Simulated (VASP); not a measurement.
HfN (zincblende type), 2 atoms in the cell. The structure is cubic, space group F-43m (No. 216). Conventional cell: a = 4.055 Å, b = 4.055 Å, c = 4.055 Å, α = 90.00°, β = 90.00°, γ = 90.00°. Within 2.3 Å of Hf (site symmetry -43m) lie 4 N at 1.76 Å. Within 2.3 Å of N (site symmetry -43m) lie 4 Hf at 1.76 Å. 

```yaml
Program: VASP 6.6.1
Task: relaxation of cell and atoms
Functional: PBE
Potentials_or_basis: VASP PAW PBE potentials, release 64 (Hf_pv, N)
Cutoff: 600 eV
k_mesh: 16 × 16 × 16
Occupations: fermi-dirac, width 0.05 eV
Spin: no spin polarisation
Target_pressure: 340 GPa
Dipole_correction: no
Further_INCAR_settings: ALGO = Normal; EDIFF = 1e-06; IBRION = 2; EDIFFG = -0.005; NSW = 32; ISIF = 3
```

Potentials or basis: VASP PAW PBE potentials, release 64 (Hf_pv, N).

Launch:

```sh
$ cat potpaw_PBE.64/Hf_pv/POTCAR potpaw_PBE.64/N/POTCAR > POTCAR
$ mpirun -np 1 vasp_std > vasp.out
```

Hardware: 1 thread of Intel(R) Xeon(R) 6975P-C (Granite Rapids), on a shared host.

**Question.** How long does it take, and how much memory?

**Answer.** It took 29 s on 1 thread of Intel(R) Xeon(R) 6975P-C (Granite Rapids), on a shared host, peak memory 0.17 GiB. Counts: scf iterations 28, k points 145, ion steps 4.
